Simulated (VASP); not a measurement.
Wanted: the native input for a VASP 6.6.1 run.

```yaml
Task: single point
Functional: RPBE
Potentials_or_basis: VASP PAW PBE potentials, release 64 (Pd)
Cutoff: 520 eV
k_mesh: 14 × 14 × 4
Occupations: fermi-dirac, width 0.05 eV
Spin: collinear spin
Starting_moments: "[0.387, 0.387, 0.395, 0.395] μB"
Dipole_correction: no
Further_INCAR_settings: ALGO = Normal; EDIFF = 1e-06; NBANDS = 32
```

The structure of Pd lies in POSCAR:

```
Pd
1.0
    2.7286056512      0.0000000000      0.0000000000
   -1.3643028256      2.3630418108      0.0000000000
    0.0000000000      0.0000000000      9.0251070875
Pd
4
Direct
    0.0000000000      0.0000000000      1.0000000000
    0.0000000000      0.0000000000      0.5000000000
    0.3333333333      0.6666666667      0.2500000000
    0.6666666667      0.3333333333      0.7500000000
```

This isn't the form of Pd at room conditions, which is fcc.

The input as run:

INCAR

```
SYSTEM = Pd
ALGO = Normal
EDIFF = 1E-6
ENCUT = 520
GGA = RP
ISIF = 2
ISMEAR = -1
ISPIN = 2
LASPH = .TRUE.
LCHARG = .TRUE.
LELF = .TRUE.
LMAXMIX = 4
LORBIT = 11
LREAL = .FALSE.
LVHAR = .TRUE.
LWAVE = .FALSE.
MAGMOM = 0.387 0.387 0.395 0.395
NBANDS = 32
NELM = 150
PREC = Accurate
SIGMA = 0.05
```

KPOINTS

```
k-points
0
G
  14 14 4
  0 0 0
```

Potentials or basis: VASP PAW PBE potentials, release 64 (Pd).

Run with:

```console
$ cat potpaw_PBE.64/Pd/POTCAR > POTCAR
$ mpirun -np 1 vasp_std > vasp.out
```

Results of the run:

```yaml
Pressure: 15.3 GPa
Net_moment: 1.27 μB per cell
Site_moments: Pd +0.32 μB
Valence_electrons_inside_the_program's_atomic_spheres: Pd 9.48
```

Caveat: the cell stands under pressure; the PAW data sets were made with another functional, which shifts forces and pressure a little.

It took 7.7 min on 1 thread of Oxide Virtual Turin-like Processor, with other jobs on the host, peak memory 0.27 GiB.
